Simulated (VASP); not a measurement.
# BeZn2TeS2 (P-6m2) in VASP: further runs, part 2 of 2

VASP 6.6.1. Earlier steps stand in the parts before.

### 4 Relaxation of cell and atoms, PBE

This run uses another cell than the first one, of 25.60 Å³/atom, 1.109 times its volume.

INCAR reads:

```
SYSTEM = BeZn2TeS2
PREC = Accurate ; ENCUT = 600
EDIFF = 1E-6 ; ISMEAR = 0
SIGMA = 0.1 ; LREAL = .FALSE.
LASPH = .TRUE. ; NELM = 80
ALGO = Normal ; ISIF = 3
LWAVE = .FALSE. ; LCHARG = .FALSE.
GGA = PE ; IBRION = 2
NSW = 100 ; EDIFFG = -0.01
```

KPOINTS reads:

```
Automatic mesh
0
G
  12 12 4
  0 0 0
```

POSCAR reads:

```
BeZn2TeS2
1.0
    3.7084018051      0.0000000000      0.0000000000
   -1.8542009026      3.2115701707      0.0000000000
    0.0000000000      0.0000000000     12.8970414148
Be Zn Te S
1 2 1 2
Direct
    0.3333333333      0.6666666667      0.5000000000
    0.0000000000      0.0000000000      0.4031209027
    0.0000000000      0.0000000000      0.5968790973
    0.3333333333      0.6666666667      0.0000000000
    0.3333333333      0.6666666667      0.6662914671
    0.3333333333      0.6666666667      0.3337085329
```

Potentials or basis: VASP PAW PBE potentials, release 64 (Be, Zn, Te, S).

Launch:

```bash
> cat potpaw_PBE.64/Be/POTCAR potpaw_PBE.64/Zn/POTCAR potpaw_PBE.64/Te/POTCAR potpaw_PBE.64/S/POTCAR > POTCAR
> mpirun -np 1 vasp_std > vasp.out
```

OUTCAR:

```text
SYSTEM = BeZn2TeS2
   PREC = Accurate
   ENCUT = 600
   EDIFF = 1E-6
   ISMEAR = 0
   LREAL = .FALSE.
   LASPH = .TRUE.
   NELM = 80
   ISIF = 3
   GGA = PE
   IBRION = 2
   NSW = 100
   EDIFFG = -0.01

 ion  position               nearest neighbor table
   1  0.333  0.667  0.500-   5 2.14   6 2.14   2 2.48   3 2.48   2 2.48   3 2.48   2 2.48   3 2.48

   2  0.000  0.000  0.403-   6 2.32   6 2.32   6 2.32   1 2.48   1 2.48   1 2.48   3 2.50
   3  0.000  0.000  0.597-   5 2.32   5 2.32   5 2.32   1 2.48   1 2.48   1 2.48   2 2.50
   4  0.333  0.667  0.000-
   5  0.333  0.667  0.666-   1 2.14   3 2.32   3 2.32   3 2.32
   6  0.333  0.667  0.334-   1 2.14   2 2.32   2 2.32   2 2.32

  LATTYP: Found a hexagonal cell.
 ALAT       =     3.7084018051
 C/A-ratio  =     3.4777896497

  Lattice vectors:

 A1 = (   3.7084018051,   0.0000000000,   0.0000000000)
 A2 = (  -1.8542009026,   3.2115701707,   0.0000000000)
 A3 = (   0.0000000000,   0.0000000000,  12.8970414148)

Analysis of symmetry for initial positions (statically):
=====================================================================
 Subroutine PRICEL returns:
 Original cell was already a primitive cell.

 Routine SETGRP: Setting up the symmetry group for a
 hexagonal supercell.

 Subroutine GETGRP returns: Found 12 space group operations
 (whereof 12 operations were pure point group operations)
 out of a pool of 24 trial point group operations.

The static configuration has the point symmetry D_3h.

Analysis of symmetry for dynamics (positions and initial velocities):
=====================================================================
 Subroutine PRICEL returns:
 Original cell was already a primitive cell.

 Routine SETGRP: Setting up the symmetry group for a
[... 191 lines left out ...]
     -0.00000      2.14105      8.59319         0.000000     -0.000000      0.022571
     -0.00000      2.14105      4.30385         0.000000     -0.000000     -0.022571
 -----------------------------------------------------------------------------------
    total drift:                                0.000001     -0.000000     -0.000000

  FREE ENERGIE OF THE ION-ELECTRON SYSTEM (eV)
  ---------------------------------------------------
  free  energy   TOTEN  =       -18.2963498823 eV

  energy  without entropy=      -18.2762389901  energy(sigma->0) =      -18.28629444

--------------------------------------- Ionic step        2  -------------------------------------------

 number of electron      43.9999962 magnetization

 Free energy of the ion-electron system (eV)
  ---------------------------------------------------
  ext. energy  EPLUGINS =         0.00000000
  ---------------------------------------------------
  free energy    TOTEN  =       -18.29640613 eV

  energy without entropy =      -18.27624437  energy(sigma->0) =      -18.28632525

 E-fermi :   1.7511     XC(G=0):  -8.2338

 val. band max:        1.7403862756   @ k =   0.0833  -0.0000   0.5000
 cond. band min:       1.7583571280   @ k =   0.1667  -0.0000   0.5000
 fundamental gap:      0.0179708524
 Fermi energy:         1.7510719779

 k-point     1 :       0.0000    0.0000    0.0000
  band No.  band energies     occupation
      1     -12.2970      2.00000
      2     -12.1001      2.00000
      3      -9.0673      2.00000
      4      -5.8583      2.00000
      5      -5.8583      2.00000
      6      -5.7644      2.00000
[... 685 lines left out ...]
     25       5.1561      0.00000
     26       5.5826      0.00000

 [... further k-points ...]

------------------------ aborting loop because EDIFF is reached ----------------------------------------

  FORCE on cell =-STRESS in cart. coord.  units (eV):
  Direction    XX          YY          ZZ          XY          YZ          ZX
  --------------------------------------------------------------------------------------
  -------------------------------------------------------------------------------------
  Total       -0.0088922     -0.0088922     -0.0169956      0.0000000      0.0000000     -0.0000000
  in kB       -0.0925868     -0.0925868     -0.1769615      0.0000000      0.0000000     -0.0000000
  external PRESSURE =      -0.1207117 kB  Pullay stress =       0.0000000 kB

 VOLUME and BASIS-vectors are now :
 -----------------------------------------------------------------------------
  energy-cutoff  :      600.00
  volume of cell :      153.88
      direct lattice vectors                 reciprocal lattice vectors
     3.710639129 -0.000000000  0.000000000     0.269495352  0.155593214  0.000000000
    -1.855319564  3.213507750 -0.000000000     0.000000000  0.311186429  0.000000000
    -0.000000000  0.000000000 12.904506374    -0.000000000 -0.000000000  0.077492309

 POSITION                                       TOTAL-FORCE (eV/Angst)
 -----------------------------------------------------------------------------------
     -0.00000      2.14234      6.45225         0.000000      0.000000      0.000000
      3.71064     -0.00000      5.20264        -0.000000     -0.000000      0.001132
      3.71064     -0.00000      7.70186        -0.000000     -0.000000     -0.001132
     -0.00000      2.14234      0.00000         0.000000      0.000000      0.000000
     -0.00000      2.14234      8.59925         0.000000      0.000000     -0.008537
     -0.00000      2.14234      4.30525         0.000000      0.000000      0.008537
 -----------------------------------------------------------------------------------
    total drift:                                0.000001     -0.000000      0.000000

  FREE ENERGIE OF THE ION-ELECTRON SYSTEM (eV)
  ---------------------------------------------------
  free  energy   TOTEN  =       -18.2964061304 eV

  energy  without entropy=      -18.2762443712  energy(sigma->0) =      -18.28632525

 reached required accuracy - stopping structural energy minimisation
```

Run time: 17 min. Hardware: 1 thread of AMD EPYC 7R13, shared host; peak memory 0.5 GiB.

Results:

* Free energy: -18.2964 eV
* Relaxed volume: 25.65 Å³/atom
* Relaxed cell: a = 3.711 Å, b = 3.711 Å, c = 12.905 Å, α = 90.00°, β = 90.00°, γ = 120.00°
* Space group after relaxing (to 0.05 Å): P-6m2 (No. 187)
* Energy gained by relaxing: 0.0 meV/atom
* Ionic steps: 2
* Pressure after relaxing: 0.0 GPa
* Largest force after relaxing: 0.009 eV/Å
* Band gap on the k mesh: zero (band 22 reaches 3.80 eV, above the bottom of band 23 at 1.64 eV)

Forces in eV/Å, atoms in the order of the input:
```
Be   0.000  0.000  0.000
Zn   0.000  0.000  0.001
Zn   0.000  0.000 -0.001
Te   0.000  0.000  0.000
S    0.000  0.000 -0.009
S    0.000  0.000  0.009
```

Final structure:
```yaml
crystal:
  lattice:
    - [3.71064, 0.00000, 0.00000]
    - [-1.85532, 3.21351, 0.00000]
    - [0.00000, 0.00000, 12.90451]
  atoms:
    - { symbol: Be, position: [0.33333, 0.66667, 0.50000] }
    - { symbol: Zn, position: [0.00000, 0.00000, 0.40316] }
    - { symbol: Zn, position: [0.00000, 0.00000, 0.59684] }
    - { symbol: Te, position: [0.33333, 0.66667, 0.00000] }
    - { symbol: S, position: [0.33333, 0.66667, 0.66638] }
    - { symbol: S, position: [0.33333, 0.66667, 0.33362] }
```

Caveat: spin-orbit coupling is left out, which moves the levels of the heavy elements.

### 5 Overview

```tsv
task	cell	k mesh	cutoff (eV)	gap on the mesh (eV)	pressure (GPa)	largest force (eV/Å)
single point	a = 4.321, b = 4.321, c = 8.565 Å, angles 90.0, 90.0, 120.0°, 6 atoms	6 × 6 × 2	520	none	41.2	29.04
single point	a = 3.710, b = 3.710, c = 12.154 Å, angles 90.0, 90.0, 120.0°, 6 atoms	6 × 6 × 2	520	none	0.1	0.02
relaxation of cell and atoms	relaxed from a = 3.708, b = 3.708, c = 12.897 Å, angles 90.0, 90.0, 120.0°, 6 atoms	12 × 12 × 4	600	none	0.0	0.01
```

Alike in all rows: level PBE; potentials or basis VASP PAW PBE potentials, release 64 (Be, Zn, Te, S); no spin polarisation; smearing gaussian 0.1 eV.

Caveats: some runs use coarse meshes; spin-orbit coupling is left out, which moves the levels of the heavy elements; forces of over 1 eV/Å act on the atoms, so gaps and moduli don't describe the material at rest (some runs).

Absolute energies hang on the potentials; compare differences alone.
